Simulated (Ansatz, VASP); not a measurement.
**One calculation of Pt, two programs**

```xyz
3
Lattice="0.0000 3.0355 3.0355 3.0355 0.0000 3.0355 3.0355 3.0355 0.0000" Properties=species:S:1:pos:R:3 pbc="T T T"
Pt    0.0000    0.0000    0.0000
Pt    4.5532    4.5532    4.5532
Pt    1.5177    1.5177    1.5177
```

Alike in both runs: task relaxation of cell and atoms; functional PBE; k mesh 14 × 14 × 14; occupations gaussian, width 0.1 eV; no spin polarisation.

|  | VASP | Ansatz |
| --- | --- | --- |
| version | VASP 6.6.1 | Ansatz 0.2.0 |
| potentials or method | VASP PAW PBE potentials, release 64 (Pt), cutoff 600 eV | scalar-relativistic, plane waves, PAW |
| valence electrons in the cell | 30 | 54 |

Ansatz gave:

```
gap on the k mesh at the Fermi level, each at its own relaxed structure (eV) : none
relaxed volume (Å³/atom)                                                     : 18.65
relaxed cell length with the largest relative difference (Å)                 : 4.293
```

Estimate VASP's values.

gap on the k mesh at the Fermi level, each at its own relaxed structure (eV): none; relaxed volume (Å³/atom): 18.61; relaxed cell length with the largest relative difference (Å): 4.290.

A gap of «none» marks a metal or a gap that the smearing closes. VASP's potentials hold 30 valence electrons a cell and Ansatz's 54, so a difference there can come from the potentials and not from the codes.

Neither program's run includes spin-orbit coupling.
